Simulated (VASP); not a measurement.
Write the native input for VASP 6.6.1 that does the following.

```
Task                   : single point
Functional             : PBEsol
Potentials or basis    : VASP PAW PBE potentials, release 64 (Ni, O)
Cutoff                 : 600 eV
k mesh                 : 6 × 6 × 4
Occupations            : gaussian, width 0.1 eV
Spin                   : collinear spin, antiferromagnetic start
Starting moments       : [2.0, -2.0, 0.0, 0.0] μB
Hubbard terms          : Ni d U = 6.2 eV
Dipole correction      : no
Further INCAR settings : ALGO = Normal; EDIFF = 1e-06; NBANDS = 28
```

The structure of NiO lies in POSCAR:

```
NiO
1.0
    0.0000000000      2.0859016410     -2.0859016410
    0.0000000000      2.0859016410      2.0859016410
    4.1718032830      0.0000000000      0.0000000000
Ni O
2 2
Direct
    0.0000000000      0.0000000000      0.0000000000
    0.5000000000      0.5000000000      0.5000000000
    0.0000000000      1.0000000000      0.5000000000
    0.5000000000      1.5000000000      1.0000000000
```

One way to write it, as run:

INCAR

```
ALGO = Normal
EDIFF = 1E-6
ENCUT = 600
GGA = PS
GGA_COMPAT = F
ISIF = 2
ISMEAR = 0
ISPIN = 2
LASPH = T
LCHARG = F
LDAU = T
LDAUJ = 0 0
LDAUL = 2 -1
LDAUPRINT = 1
LDAUTYPE = 2
LDAUU = 6.2 0
LMAXMIX = 4
LORBIT = 11
LREAL = F
LWAVE = F
MAGMOM = 2 -2 0 0
NBANDS = 28
NELM = 200
PREC = Accurate
SIGMA = 0.1
```

KPOINTS

```
k-points
0
Gamma
  6 6 4
```

Potentials or basis: VASP PAW PBE potentials, release 64 (Ni, O).

Launch:

```console
$ cat potpaw_PBE.64/Ni/POTCAR potpaw_PBE.64/O/POTCAR > POTCAR
$ mpirun -np 1 vasp_std > vasp.out
```

Results of the run:

| Item | Value |
| --- | --- |
| Pressure | -6.9 GPa |
| Band gap on the k mesh | 2.40 eV |
| Net moment | 0.00 μB per cell |
| Site moments | Ni +1.83, -1.83; O -0.06, +0.06 μB |
| Valence electrons inside the program's atomic spheres | Ni 9.02; O 5.00 |

Caveat: the cell stands under tension; the PAW data sets were made with another functional, which shifts forces and pressure a little.

Run time: 37 s on 1 thread of Oxide Virtual Turin-like Processor (shared host), peak memory 0.17 GiB.
